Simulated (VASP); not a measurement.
# Ba2Re (P6_3/mmc) in VASP: a series of runs

Ba2Re is run at these levels: PBE; tasks: single point.

All numbers are computed with VASP 6.6.1; they aren't measurements. Logs are shortened: lines on timing, memory, paths and dates and some standing lists are left out, and cuts for length are marked.

### 1 The cell of the first run

The structure is hexagonal, space group P6_3/mmc (No. 194). Conventional cell: a = 3.746 Å, b = 3.746 Å, c = 17.532 Å, α = 90.00°, β = 90.00°, γ = 120.00°. Within 4.1 Å of Ba (site symmetry 3m) lie 3 Re at 3.11 Å and 6 Ba at 3.75 Å. Within 4.1 Å of Re (site symmetry -6m2) lie 6 Ba at 3.11 Å and 6 Re at 3.75 Å.

### 2 Single point, PBE

The input, INCAR:

```
ALGO = Normal
EDIFF = 1E-6
ENCUT = 560
GGA = PE
GGA_COMPAT = False
ISIF = 2
ISMEAR = 0
LASPH = True
LCHARG = False
LREAL = False
LWAVE = False
NBANDS = 44
NELM = 120
PREC = Accurate
SIGMA = 0.1
```

The input, KPOINTS:

```
k-points
0
Gamma
  6 6 2
```

The input, POSCAR:

```
Ba2Re
1.0
    3.7459077896      0.0000000000      0.0000000000
   -1.8729538948      3.2440513061      0.0000000000
    0.0000000000      0.0000000000     17.5321518770
Ba Re
4 2
Direct
    0.3333333333      0.6666666667      0.6226447506
    0.6666666667      0.3333333333      0.1226447506
    0.3333333333      0.6666666667      0.8773552494
    0.6666666667      0.3333333333      0.3773552494
    0.3333333333      0.6666666667      0.2500000000
    0.6666666667      0.3333333333      0.7500000000
```

Potentials or basis: VASP PAW PBE potentials, release 64 (Ba_sv, Re_sv_GW).

Run with:

```
> cat potpaw_PBE.64/Ba_sv/POTCAR potpaw_PBE.64/Re_sv_GW/POTCAR > POTCAR
> mpirun -np 1 vasp_std > vasp.out
```

OUTCAR:

```text
EDIFF = 1E-6
   ENCUT = 560
   GGA = PE
   ISIF = 2
   ISMEAR = 0
   LASPH = True
   LREAL = False
   NELM = 120
   PREC = Accurate

 ion  position               nearest neighbor table
   1  0.333  0.667  0.623-   6 3.11   6 3.11   6 3.11   3 4.47
   2  0.667  0.333  0.123-   5 3.11   5 3.11   5 3.11   4 4.47
   3  0.333  0.667  0.877-   6 3.11   6 3.11   6 3.11   1 4.47
   4  0.667  0.333  0.377-   5 3.11   5 3.11   5 3.11   2 4.47
   5  0.333  0.667  0.250-   2 3.11   4 3.11   2 3.11   4 3.11   2 3.11   4 3.11
   6  0.667  0.333  0.750-   1 3.11   3 3.11   1 3.11   3 3.11   1 3.11   3 3.11

  LATTYP: Found a hexagonal cell.
 ALAT       =     3.7459077896
 C/A-ratio  =     4.6803479588

  Lattice vectors:

 A1 = (   3.7459077896,   0.0000000000,   0.0000000000)
 A2 = (  -1.8729538948,   3.2440513061,   0.0000000000)
 A3 = (   0.0000000000,   0.0000000000,  17.5321518770)

Analysis of symmetry for initial positions (statically):
=====================================================================
 Subroutine PRICEL returns:
 Original cell was already a primitive cell.

 Routine SETGRP: Setting up the symmetry group for a
 hexagonal supercell.

 Subroutine GETGRP returns: Found 24 space group operations
 (whereof 12 operations were pure point group operations)
 out of a pool of 24 trial point group operations.

The static configuration has the point symmetry D_3d.
 The point group associated with its full space group is D_6h.

Analysis of symmetry for dynamics (positions and initial velocities):
=====================================================================
 Subroutine PRICEL returns:
 Original cell was already a primitive cell.

 Routine SETGRP: Setting up the symmetry group for a
 hexagonal supercell.

 Subroutine GETGRP returns: Found 24 space group operations
 (whereof 12 operations were pure point group operations)
 out of a pool of 24 trial point group operations.

The dynamic configuration has the point symmetry D_3d.
 The point group associated with its full space group is D_6h.

 Subroutine INISYM returns: Found 24 space group operations
 (whereof 12 operations are pure point group operations),
 and found     1 'primitive' translations

----------------------------------------------------------------------------------------

[... 88 lines left out ...]
   NELM   =    120;   NELMIN=  2; NELMDL= -5     # of ELM steps
   EDIFF  = 0.1E-05   stopping-criterion for ELM
   LREAL  =      F    real-space projection
   EDIFFG = 0.1E-04   stopping-criterion for IOM
   NSW    =      0    number of steps for IOM
   IBRION =     -1    ionic relax: 0-MD 1-quasi-New 2-CG
   NFREE  =      0    steps in history (QN), initial steepest desc. (CG)
   ISIF   =      2    stress and relaxation
   ISYM   =      2    0-nonsym 1-usesym 2-fastsym
   POTIM  = 0.5000    time-step for ionic-motion
   TEBEG  =    0.0;   TEEND  =   0.0 temperature during run
   PSTRESS=    0.0 pullay stress
   NELECT =      70.0000    total number of electrons
   NUPDOWN=      -1.0000    fix difference up-down
   EMIN   =  10.00;   EMAX   =-10.00  energy-range for DOS
   EFERMI =   0.00;   METHOD = LEGACY
   ISMEAR =     0;   SIGMA  =   0.10  broadening in eV -4-tet -1-fermi 0-gaus
   EFERMI_NEDOS =   21; number of points for ismear=-14 and -15
   IALGO  =     38    algorithm
   IMIX   =      4    mixing-type and parameters
     AMIX     =   0.40;   BMIX     =  1.00
     AMIX_MAG =   1.60;   BMIX_MAG =  1.00
  volume/ion in A,a.u.               =      35.51       239.62
  Fermi-wavevector in a.u.,A,eV,Ry     =   1.129659  2.134747 17.362806  1.276130
  Thomas-Fermi vector in A             =   2.266353
   LORBIT       =      0    0 simple, 1 ext, 2 COOP (PROOUT), +10 PAW based schemes
   GGA     = PE    functional components
   LHFCALC =     F    Hartree Fock is set to
   AEXX    =    0.0000 exact exchange contribution
   IVDW    =     0    specifies the selected vdW correction
   LEPSILON=     F    determine dielectric tensor
   LRPA    =     F    only Hartree local field effects (RPA)
 non-spin polarized calculation
 Gauss-broadening in eV      SIGMA  =   0.10
  energy-cutoff  :      560.00
  volume of cell :      213.05
 maximum number of plane-waves:      6447
 NGX is ok and might be reduce to    30
   NGX = 15   NGY = 15   NGZ = 67

 number of electron      69.9999999 magnetization

 Free energy of the ion-electron system (eV)
  ---------------------------------------------------
  ext. energy  EPLUGINS =         0.00000000
  ---------------------------------------------------
  free energy    TOTEN  =       -27.75042970 eV

  energy without entropy =      -27.72793765  energy(sigma->0) =      -27.73918368

 E-fermi :   3.9390     XC(G=0):  -9.2562

 val. band max:        3.9187503107   @ k =   0.1667   0.0000   0.0000
 cond. band min:       3.9835459272   @ k =   0.5000   0.0000   0.0000
 fundamental gap:      0.0647956165
 Fermi energy:         3.9390260858

 k-point     1 :       0.0000    0.0000    0.0000
  band No.  band energies     occupation
      1     -75.3716      2.00000
      2     -75.3716      2.00000
      3     -37.2910      2.00000
      4     -37.2910      2.00000
      5     -37.2910      2.00000
      6     -37.2910      2.00000
[... 647 lines left out ...]
     43       6.1208      0.00000
     44       6.1225      0.00000

------------------------ aborting loop because EDIFF is reached ----------------------------------------

  FORCE on cell =-STRESS in cart. coord.  units (eV):
  Direction    XX          YY          ZZ          XY          YZ          ZX
  --------------------------------------------------------------------------------------
  -------------------------------------------------------------------------------------
  Total        1.1667760      1.1667760      1.5590016      0.0000000      0.0000000     -0.0000000
  in kB        8.7744124      8.7744124     11.7240353      0.0000000      0.0000000     -0.0000000
  external PRESSURE =       9.7576200 kB  Pullay stress =       0.0000000 kB

 VOLUME and BASIS-vectors are now :
 -----------------------------------------------------------------------------
  energy-cutoff  :      560.00
  volume of cell :      213.05
      direct lattice vectors                 reciprocal lattice vectors
     3.745907790  0.000000000  0.000000000     0.266957986  0.154128265  0.000000000
    -1.872953895  3.244051306  0.000000000     0.000000000  0.308256530  0.000000000
     0.000000000  0.000000000 17.532151877     0.000000000  0.000000000  0.057038064

 POSITION                                       TOTAL-FORCE (eV/Angst)
 -----------------------------------------------------------------------------------
     -0.00000      2.16270     10.91630         0.000000      0.000000     -0.211823
      1.87295      1.08135      2.15023        -0.000000      0.000000     -0.211823
     -0.00000      2.16270     15.38193         0.000000      0.000000      0.211823
      1.87295      1.08135      6.61585        -0.000000      0.000000      0.211823
     -0.00000      2.16270      4.38304         0.000000     -0.000000      0.000000
      1.87295      1.08135     13.14911        -0.000000     -0.000000      0.000000
 -----------------------------------------------------------------------------------
    total drift:                               -0.000000      0.000000     -0.000000

  FREE ENERGIE OF THE ION-ELECTRON SYSTEM (eV)
  ---------------------------------------------------
  free  energy   TOTEN  =       -27.7504296995 eV

  energy  without entropy=      -27.7279376545  energy(sigma->0) =      -27.73918368
```

OSZICAR:

```text
N       E                     dE             d eps       ncg     rms          rms(c)
DAV:   1     0.714465800760E+03    0.71447E+03   -0.37672E+04  1320   0.153E+03
DAV:   2     0.334545986183E+02   -0.68101E+03   -0.66935E+03  1620   0.369E+02
DAV:   3    -0.293088079413E+02   -0.62763E+02   -0.61222E+02  1812   0.104E+02
DAV:   4    -0.322530274241E+02   -0.29442E+01   -0.28776E+01  1800   0.195E+01
DAV:   5    -0.323488352942E+02   -0.95808E-01   -0.95212E-01  1692   0.335E+00    0.149E+02
DAV:   6    -0.309632474625E+02    0.13856E+01   -0.43462E+01  1556   0.148E+01    0.104E+02
DAV:   7    -0.105722002417E+03   -0.74759E+02   -0.75540E+02  1620   0.456E+01    0.905E+01
DAV:   8    -0.258810999707E+02    0.79841E+02   -0.21649E+02  1688   0.319E+01    0.182E+01
DAV:   9    -0.279199274533E+02   -0.20388E+01   -0.25784E+01  1572   0.135E+01    0.253E+01
DAV:  10    -0.278061857528E+02    0.11374E+00   -0.14052E+00  1668   0.306E+00    0.779E+00
DAV:  11    -0.277621213009E+02    0.44064E-01   -0.12485E-01  1560   0.115E+00    0.558E+00
DAV:  12    -0.277667890799E+02   -0.46678E-02   -0.27379E-01  1544   0.157E+00    0.272E+00
DAV:  13    -0.277507349685E+02    0.16054E-01   -0.11106E-01  1464   0.953E-01    0.737E-01
DAV:  14    -0.277505525278E+02    0.18244E-03   -0.56482E-03  1476   0.222E-01    0.236E-01
DAV:  15    -0.277504280650E+02    0.12446E-03   -0.80058E-04  1528   0.105E-01    0.408E-01
DAV:  16    -0.277504389768E+02   -0.10912E-04   -0.81972E-05  1648   0.296E-02    0.175E-01
DAV:  17    -0.277504293632E+02    0.96136E-05   -0.32450E-05  1512   0.196E-02    0.102E-01
DAV:  18    -0.277504296995E+02   -0.33630E-06   -0.30314E-06  1132   0.601E-03
   1 F= -.27750430E+02 E0= -.27739184E+02  d E =-.224920E-01
```

It took 2.5 min on 1 thread of Intel Xeon 6975P-C (Granite Rapids), shared host; peak memory 0.41 GiB.

Results:

```yaml
Free_energy: -27.7504 eV
Pressure: 1.0 GPa
Largest_force: 0.212 eV/Å
Band_gap_on_the_k_mesh: zero (bands 35 and 36 overlap by 1.10 eV)
```

Forces on the atoms (eV/Å):
```
Ba   0.000  0.000 -0.212
Ba   0.000  0.000 -0.212
Ba   0.000  0.000  0.212
Ba   0.000  0.000  0.212
Re   0.000  0.000  0.000
Re   0.000  0.000  0.000
```

Caveat: spin-orbit coupling is left out, which moves the levels of the heavy elements.

### 3 Single point, PBE

This run uses another cell than the first one, of 28.08 Å³/atom.

The input, INCAR:

```
SYSTEM = Ba2Re
ALGO = Normal ; EDIFF = 1E-6
ENCUT = 560 ; GGA = PE
GGA_COMPAT = .FALSE. ; ISIF = 2
ISMEAR = 0 ; LASPH = .TRUE.
LCHARG = .FALSE. ; LREAL = .FALSE.
LWAVE = .FALSE. ; NBANDS = 44
NELM = 120 ; PREC = Accurate
SIGMA = 0.1
```

The input, KPOINTS:

```
k-points
0
G
  6 6 2
  0 0 0
```

The input, POSCAR:

```
Ba2Re
1.0
    3.6844511428      0.0000000000      0.0000000000
   -1.8422255714      3.1908282887      0.0000000000
    0.0000000000      0.0000000000     14.3310040645
Ba Re
4 2
Direct
    0.3333333333      0.6666666667      0.6275000000
    0.6666666667      0.3333333333      0.1275000000
    0.3333333333      0.6666666667      0.8725000000
    0.6666666667      0.3333333333      0.3725000000
    0.3333333333      0.6666666667      0.2500000000
    0.6666666667      0.3333333333      0.7500000000
```

Potentials or basis: VASP PAW PBE potentials, release 64 (Ba_sv, Re_sv_GW).

Run with:

```
> cat potpaw_PBE.64/Ba_sv/POTCAR potpaw_PBE.64/Re_sv_GW/POTCAR > POTCAR
> mpirun -np 1 vasp_std > vasp.out
```

It took 62 s on 1 thread of Intel Xeon 6975P-C (Granite Rapids), shared host; peak memory 0.34 GiB.

Results (log left out):

- Free energy: -23.7077 eV
- Pressure: 21.6 GPa
- Largest force: 4.276 eV/Å
- Band gap on the k mesh: zero (bands 35 and 36 overlap by 1.81 eV)

Forces on the atoms (eV/Å):
```
Ba   0.000  0.000 -4.276
Ba   0.000  0.000 -4.276
Ba   0.000  0.000  4.276
Ba   0.000  0.000  4.276
Re   0.000  0.000  0.000
Re   0.000  0.000  0.000
```

Stress tensor (GPa, compression positive):
```
17.62  0.00  0.00
 0.00 17.62  0.00
 0.00  0.00 29.43
```

Levels at points of the mesh, in eV from the Fermi level:
```csv
k point,band 33,band 34,band 35,band 36,band 37,band 38,band 39,band 40
"(0.00, 0.00, 0.00)",-1.40,-1.40,-1.36,-1.36,-1.00,-0.28,1.38,1.69
"(0.50, 0.00, 0.00)",-0.18,0.09,0.28,0.34,0.52,0.67,1.31,1.54
"(0.00, 0.00, 0.50)",-1.39,-1.39,-1.39,-1.39,-0.51,-0.51,1.50,1.50
"(0.50, 0.00, 0.50)",0.31,0.31,0.43,0.43,0.51,0.51,1.00,1.00
```

Caveat: the stress differs along the axes, from 18 to 29 GPa; spin-orbit coupling is left out, which moves the levels of the heavy elements; forces of over 1 eV/Å act on the atoms, so gaps and moduli don't describe the material at rest.

The gap in the log of VASP goes by the Fermi energy; the results here count the filled bands.